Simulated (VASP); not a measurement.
# MgTiCd (P-6m2) in VASP: notebook

MgTiCd is run at these levels: PBE; tasks: single point, relaxation of cell and atoms.

Program: VASP 6.6.1. These are calculated values, not measurements. Logs are shortened: lines on timing, memory, paths and dates and some standing lists are left out, and cuts for length are marked.

### Step 1. The cell of the first run

The structure is hexagonal, space group P-6m2 (No. 187). The conventional cell has a = 4.902 Å, b = 4.902 Å, c = 2.886 Å, α = 90.00°, β = 90.00°, γ = 120.00°. Mg (site symmetry -6m2) has 3 Ti at 2.83 Å and 2 Mg at 2.89 Å and 6 Cd at 3.18 Å within 3.7 Å. Ti (site symmetry -6m2) has 3 Mg at 2.83 Å and 2 Ti at 2.89 Å and 6 Cd at 3.18 Å within 3.7 Å. Cd (site symmetry -6m2) has 2 Cd at 2.89 Å and 6 Mg at 3.18 Å and 6 Ti at 3.18 Å within 3.8 Å.

### Step 2. Single point, PBE

INCAR

```
ALGO = Normal ; EDIFF = 1E-7
ENCUT = 520 ; GGA = PE
ISIF = 2 ; ISMEAR = 0
LASPH = True ; LCHARG = True
LELF = True ; LREAL = False
LVHAR = True ; LWAVE = False
NBANDS = 20 ; NELM = 60
PREC = Accurate ; SIGMA = 0.1
```

KPOINTS

```
k-points
0
Gamma
  6 6 4
```

POSCAR

```
MgTiCd
1.0
    4.9019064951      0.0000000000      0.0000000000
   -2.4509532476      4.2451755518      0.0000000000
    0.0000000000      0.0000000000      2.8857413830
Mg Ti Cd
1 1 1
Direct
    0.3333333333      0.6666666667      0.5000000000
    0.0000000000      0.0000000000      0.5000000000
    0.6666666667      0.3333333333      0.0000000000
```

Potentials or basis: VASP PAW PBE potentials, release 64 (Mg, Ti_sv, Cd).

Run with:

```bash
> cat potpaw_PBE.64/Mg/POTCAR potpaw_PBE.64/Ti_sv/POTCAR potpaw_PBE.64/Cd/POTCAR > POTCAR
> mpirun -np 1 vasp_std > vasp.out
```

OUTCAR:

```text
EDIFF = 1E-7
   ENCUT = 520
   GGA = PE
   ISIF = 2
   ISMEAR = 0
   LASPH = True
   LREAL = False
   NELM = 60
   PREC = Accurate

 ion  position               nearest neighbor table
   1  0.333  0.667  0.500-   2 2.83   2 2.83   2 2.83   3 3.18   3 3.18   3 3.18   3 3.18   3 3.18
                             3 3.18
   2  0.000  0.000  0.500-   1 2.83   1 2.83   1 2.83   3 3.18   3 3.18   3 3.18   3 3.18   3 3.18
                             3 3.18
   3  0.667  0.333  0.000-   1 3.18   1 3.18   2 3.18   2 3.18   1 3.18   1 3.18   2 3.18   2 3.18
                             2 3.18   2 3.18   1 3.18   1 3.18

  LATTYP: Found a hexagonal cell.
 ALAT       =     4.9019064951
 C/A-ratio  =     0.5886977620

  Lattice vectors:

 A1 = (   4.9019064951,   0.0000000000,   0.0000000000)
 A2 = (  -2.4509532476,   4.2451755518,   0.0000000000)
 A3 = (   0.0000000000,   0.0000000000,   2.8857413830)

Analysis of symmetry for initial positions (statically):
=====================================================================
 Subroutine PRICEL returns:
 Original cell was already a primitive cell.

 Routine SETGRP: Setting up the symmetry group for a
 hexagonal supercell.

 Subroutine GETGRP returns: Found 12 space group operations
 (whereof 12 operations were pure point group operations)
 out of a pool of 24 trial point group operations.

The static configuration has the point symmetry D_3h.

Analysis of symmetry for dynamics (positions and initial velocities):
=====================================================================
 Subroutine PRICEL returns:
 Original cell was already a primitive cell.

 Routine SETGRP: Setting up the symmetry group for a
 hexagonal supercell.

 Subroutine GETGRP returns: Found 12 space group operations
 (whereof 12 operations were pure point group operations)
 out of a pool of 24 trial point group operations.

The dynamic configuration has the point symmetry D_3h.

 Subroutine INISYM returns: Found 12 space group operations
 (whereof 12 operations are pure point group operations),
 and found     1 'primitive' translations

----------------------------------------------------------------------------------------

                                     Primitive cell

  volume of cell :      60.0507

  direct lattice vectors                    reciprocal lattice vectors
     4.901906495  0.000000000  0.000000000     0.204002259  0.117780759  0.000000000
    -2.450953248  4.245175552  0.000000000     0.000000000  0.235561519  0.000000000
     0.000000000  0.000000000  2.885741383     0.000000000  0.000000000  0.346531399

  length of vectors
     4.901906495  4.901906495  2.885741383     0.235561519  0.235561519  0.346531399

  position of ions in fractional coordinates (direct lattice)
     0.333333333  0.666666667  0.500000000
     0.000000000  0.000000000  0.500000000
     0.666666667  0.333333333  0.000000000

  ion indices of the primitive-cell ions
   primitive index   ion index
                 1           1
                 2           2
                 3           3

----------------------------------------------------------------------------------------

 KPOINTS: k-points

Automatic generation of k-mesh.
 Grid dimensions read from file:
 generate k-points for:    6    6    4

 Generating k-lattice:

  Cartesian coordinates                     Fractional coordinates (reciprocal lattice)
     0.034000377  0.019630127  0.000000000     0.166666667  0.000000000  0.000000000
     0.000000000  0.039260253  0.000000000     0.000000000  0.166666667  0.000000000
     0.000000000  0.000000000  0.086632850     0.000000000  0.000000000  0.250000000

  Length of vectors
     0.039260253  0.039260253  0.086632850

  Shift w.r.t. Gamma in fractional coordinates (k-lattice)
     0.000000000  0.000000000  0.000000000

 Subroutine IBZKPT returns following result:
 ===========================================

 Found     21 irreducible k-points:

 Following reciprocal coordinates:
            Coordinates               Weight
  0.000000  0.000000  0.000000      1.000000
  0.166667  0.000000  0.000000      6.000000
  0.333333  0.000000  0.000000      6.000000
  0.500000  0.000000  0.000000      3.000000
  0.166667  0.166667  0.000000      6.000000
  0.333333  0.166667  0.000000     12.000000
[... 13 lines left out ...]
  0.333333  0.166667  0.500000     12.000000
  0.333333  0.333333  0.500000      2.000000
   k-points           NKPTS =     21   k-points in BZ     NKDIM =     21   number of bands    NBANDS=     20
   number of dos      NEDOS =    301   number of ions     NIONS =      3
   total plane-waves  NPLWV =  31104
   dimension x,y,z NGX =    36 NGY =   36 NGZ =   24
   dimension x,y,z NGXF=    72 NGYF=   72 NGZF=   48
   ions per type =               1   1   1
   NGX,Y,Z   is equivalent  to a cutoff of  12.21, 12.21, 13.83 a.u.
   NGXF,Y,Z  is equivalent  to a cutoff of  24.42, 24.42, 27.65 a.u.
 SYSTEM =  unknown system
   PREC   = accura    normal or accurate (medium, high low for compatibility)
   ISTART =      0    job   : 0-new  1-cont  2-samecut
   ICHARG =      2    charge: 1-file 2-atom 10-const
   ISPIN  =      1    spin polarized calculation?
   LNONCOLLINEAR =      F non collinear calculations
   LSORBIT =      F    spin-orbit coupling
   LASPH  =      T    aspherical Exc in radial PAW
   ENCUT  =  520.0 eV  38.22 Ry    6.18 a.u.   9.11  9.11  5.37*2*pi/ulx,y,z
   NELM   =     60;   NELMIN=  2; NELMDL= -5     # of ELM steps
   EDIFF  = 0.1E-06   stopping-criterion for ELM
   LREAL  =      F    real-space projection
   EDIFFG = 0.1E-05   stopping-criterion for IOM
   NSW    =      0    number of steps for IOM
   IBRION =     -1    ionic relax: 0-MD 1-quasi-New 2-CG
   NFREE  =      0    steps in history (QN), initial steepest desc. (CG)
   ISIF   =      2    stress and relaxation
   ISYM   =      2    0-nonsym 1-usesym 2-fastsym
   POTIM  = 0.5000    time-step for ionic-motion
   TEBEG  =    0.0;   TEEND  =   0.0 temperature during run
   PSTRESS=    0.0 pullay stress
   NELECT =      26.0000    total number of electrons
   NUPDOWN=      -1.0000    fix difference up-down
   EMIN   =  10.00;   EMAX   =-10.00  energy-range for DOS
   EFERMI =   0.00;   METHOD = LEGACY
   ISMEAR =     0;   SIGMA  =   0.10  broadening in eV -4-tet -1-fermi 0-gaus
   EFERMI_NEDOS =   21; number of points for ismear=-14 and -15
   IALGO  =     38    algorithm
   IMIX   =      4    mixing-type and parameters
     AMIX     =   0.40;   BMIX     =  1.00
     AMIX_MAG =   1.60;   BMIX_MAG =  1.00
  volume/ion in A,a.u.               =      20.02       135.08
  Fermi-wavevector in a.u.,A,eV,Ry     =   1.238492  2.340411 20.869470  1.533863
  Thomas-Fermi vector in A             =   2.373015
   LORBIT       =      0    0 simple, 1 ext, 2 COOP (PROOUT), +10 PAW based schemes
   GGA     = PE    functional components
   LHFCALC =     F    Hartree Fock is set to
   AEXX    =    0.0000 exact exchange contribution
   IVDW    =     0    specifies the selected vdW correction
   LEPSILON=     F    determine dielectric tensor
   LRPA    =     F    only Hartree local field effects (RPA)
 non-spin polarized calculation
 Gauss-broadening in eV      SIGMA  =   0.10
  energy-cutoff  :      520.00
  volume of cell :       60.05
 maximum number of plane-waves:      1637
   NGX = 19   NGY = 19   NGZ = 11

 number of electron      26.0000002 magnetization

 Free energy of the ion-electron system (eV)
  ---------------------------------------------------
  ext. energy  EPLUGINS =         0.00000000
  ---------------------------------------------------
  free energy    TOTEN  =        -9.17996834 eV

  energy without entropy =       -9.14289413  energy(sigma->0) =       -9.16143124

 E-fermi :   4.5366     XC(G=0): -10.4032

 val. band max:        4.5333588558   @ k =   0.3333   0.1667   0.5000
 cond. band min:       4.5538805362   @ k =   0.1667   0.0000   0.2500
 fundamental gap:      0.0205216804
 Fermi energy:         4.5365924472

 k-point     1 :       0.0000    0.0000    0.0000
  band No.  band energies     occupation
      1     -52.7231      2.00000
      2     -29.0314      2.00000
      3     -29.0314      2.00000
      4     -28.6931      2.00000
      5      -4.8501      2.00000
      6      -4.1243      2.00000
[... 12 lines left out ...]
     19       8.5240      0.00000
     20       8.5240      0.00000

 k-point     2 :       0.1667    0.0000    0.0000
  band No.  band energies     occupation
      1     -52.7231      2.00000
      2     -29.0319      2.00000
      3     -29.0315      2.00000
      4     -28.6931      2.00000
      5      -4.8483      2.00000
      6      -4.1379      2.00000
[... 12 lines left out ...]
     19       9.1796      0.00000
     20       9.3128      0.00000

 k-point     3 :       0.3333    0.0000    0.0000
  band No.  band energies     occupation
      1     -52.7231      2.00000
      2     -29.0328      2.00000
      3     -29.0316      2.00000
      4     -28.6931      2.00000
      5      -4.8447      2.00000
      6      -4.1694      2.00000
[... 12 lines left out ...]
     19      10.5867      0.00000
     20      10.8707      0.00000

 k-point     4 :       0.5000    0.0000    0.0000
  band No.  band energies     occupation
      1     -52.7230      2.00000
      2     -29.0332      2.00000
      3     -29.0317      2.00000
      4     -28.6931      2.00000
      5      -4.8430      2.00000
      6      -4.1863      2.00000
[... 360 lines left out ...]
 k-point    20 :       0.3333    0.1667    0.5000
  band No.  band energies     occupation
      1     -52.6803      2.00000
      2     -29.0562      2.00000
      3     -28.9920      2.00000
      4     -28.9913      2.00000
      5      -4.5091      2.00000
      6      -4.4706      2.00000
[... 12 lines left out ...]
     19       7.8320      0.00000
     20       9.3163      0.00000

 k-point    21 :       0.3333    0.3333    0.5000
  band No.  band energies     occupation
      1     -52.6803      2.00000
      2     -29.0561      2.00000
      3     -28.9919      2.00000
      4     -28.9915      2.00000
      5      -4.4985      2.00000
      6      -4.4856      2.00000
[... 12 lines left out ...]
     19       7.1164      0.00000
     20       9.3596      0.00000

------------------------ aborting loop because EDIFF is reached ----------------------------------------

  FORCE on cell =-STRESS in cart. coord.  units (eV):
  Direction    XX          YY          ZZ          XY          YZ          ZX
  --------------------------------------------------------------------------------------
  -------------------------------------------------------------------------------------
  Total        0.0803244      0.0803244      0.0044900     -0.0000000      0.0000000      0.0000000
  in kB        2.1430872      2.1430872      0.1197945     -0.0000000      0.0000000      0.0000000
  external PRESSURE =       1.4686563 kB  Pullay stress =       0.0000000 kB

 VOLUME and BASIS-vectors are now :
 -----------------------------------------------------------------------------
  energy-cutoff  :      520.00
  volume of cell :       60.05
      direct lattice vectors                 reciprocal lattice vectors
     4.901906495  0.000000000  0.000000000     0.204002259  0.117780759  0.000000000
    -2.450953248  4.245175552  0.000000000     0.000000000  0.235561519  0.000000000
     0.000000000  0.000000000  2.885741383     0.000000000  0.000000000  0.346531399

 POSITION                                       TOTAL-FORCE (eV/Angst)
 -----------------------------------------------------------------------------------
     -0.00000      2.83012      1.44287         0.000000     -0.000000      0.000000
      0.00000      0.00000      1.44287         0.000000     -0.000000      0.000000
      2.45095      1.41506      0.00000        -0.000000      0.000000      0.000000
 -----------------------------------------------------------------------------------
    total drift:                               -0.000000      0.000000      0.000000

  FREE ENERGIE OF THE ION-ELECTRON SYSTEM (eV)
  ---------------------------------------------------
  free  energy   TOTEN  =        -9.1799683437 eV

  energy  without entropy=       -9.1428941335  energy(sigma->0) =       -9.16143124
```

Wall time 25 s (1 thread of AMD EPYC 7R13 (Zen 3), shared host); peak memory 0.16 GiB.

Results:

| Item | Value |
| --- | --- |
| Free energy | -9.1800 eV |
| Pressure | 0.1 GPa |
| Band gap on the k mesh | zero (band 13 reaches 4.65 eV, above the bottom of band 14 at 4.31 eV) |

Stress tensor (GPa, compression positive):
```
0.21 0.00 0.00
0.00 0.21 0.00
0.00 0.00 0.01
```

Caveat: the k points lie up to 0.54 Å⁻¹ apart.

### Step 3. Relaxation of cell and atoms, PBE

This run uses another cell than the first one, of 18.77 Å³/atom, 0.938 times its volume.

INCAR

```
PREC = Accurate
ENCUT = 600
EDIFF = 1E-6
ISMEAR = 0
SIGMA = 0.1
LREAL = False
LASPH = True
NELM = 80
ALGO = Normal
ISIF = 3
LWAVE = False
LCHARG = False
GGA = PE
IBRION = 2
NSW = 90
EDIFFG = -0.04
```

KPOINTS

```
Automatic mesh
0
Gamma
  6 6 4
```

POSCAR

```
MgTiCd
1.0
    3.9976186600      0.0000000000      0.0000000000
   -1.9988093300      3.4620393200      0.0000000000
    0.0000000000      0.0000000000      4.0694402900
Mg Ti Cd
1 1 1
Direct
    0.3333333300      0.6666666700      0.5000000000
    0.0000000000      0.0000000000      0.5000000000
    0.6666666700      0.3333333300      0.0000000000
```

Potentials or basis: VASP PAW PBE potentials, release 64 (Mg, Ti_sv, Cd).

Run with:

```bash
> cat potpaw_PBE.64/Mg/POTCAR potpaw_PBE.64/Ti_sv/POTCAR potpaw_PBE.64/Cd/POTCAR > POTCAR
> mpirun -np 1 vasp_std > vasp.out
```

Run time: 3.7 min. Hardware: 1 thread of AMD EPYC 7R13 (Zen 3), shared host; peak memory 0.19 GiB.

It converged, with:

```
Free energy                            : -9.1691 eV
Relaxed volume                         : 19.98 Å³/atom
Relaxed cell                           : a = 4.903 Å, b = 4.903 Å, c = 2.879 Å, α = 90.00°, β = 90.00°, γ = 120.00°
Space group after relaxing (to 0.05 Å) : P-6m2 (No. 187)
Energy gained by relaxing              : 986.1 meV/atom
Ionic steps                            : 10
Pressure after relaxing                : 0.1 GPa
Band gap on the k mesh                 : zero (band 13 reaches 4.67 eV, above the bottom of band 14 at 4.33 eV)
```

Stress tensor (GPa, compression positive):
```
-0.05  0.00  0.00
 0.00 -0.05  0.00
 0.00  0.00  0.28
```

Step by step:
```csv
step,energy change (eV),largest force (eV/Å),pressure (GPa),volume (Å³)
1,0.0000,0.0000,16.41,56.32
2,-1.5179,0.0000,-2.62,72.84
3,-1.5562,0.0000,-4.89,77.10
4,-2.1525,0.0000,-5.65,72.38
5,-2.8653,0.0000,-4.45,65.39
6,3.7935,0.0000,62.04,48.03
7,-2.8882,0.0000,-4.13,64.85
8,-2.9193,0.0000,-3.08,63.42
9,-2.9512,0.0000,1.60,58.58
10,-2.9583,0.0000,0.06,59.95
```

Final structure:
```
CELL_PARAMETERS angstrom
4.90343 0.00000 0.00000
-2.45172 4.24650 0.00000
0.00000 0.00000 2.87919
ATOMIC_POSITIONS crystal
Mg 0.33333 0.66667 0.50000
Ti 0.00000 0.00000 0.50000
Cd 0.66667 0.33333 0.00000
```

Levels at points of the mesh, in eV from the Fermi level:
```tsv
k point	band 10	band 11	band 12	band 13	band 14	band 15	band 16	band 17
(0.00, 0.00, 0.00)	-7.68	-1.60	-1.60	-0.99	1.45	1.63	1.63	1.88
(0.50, 0.00, 0.00)	-5.84	-4.99	-1.41	-1.32	-0.22	0.10	1.81	1.88
(0.00, 0.00, 0.50)	-3.19	-2.57	-0.48	-0.48	0.41	0.41	3.26	4.67
(0.50, 0.00, 0.50)	-2.34	-1.56	-1.00	-0.53	-0.22	0.72	0.74	2.46
```

Caveat: the k points lie up to 0.55 Å⁻¹ apart in the final cell.
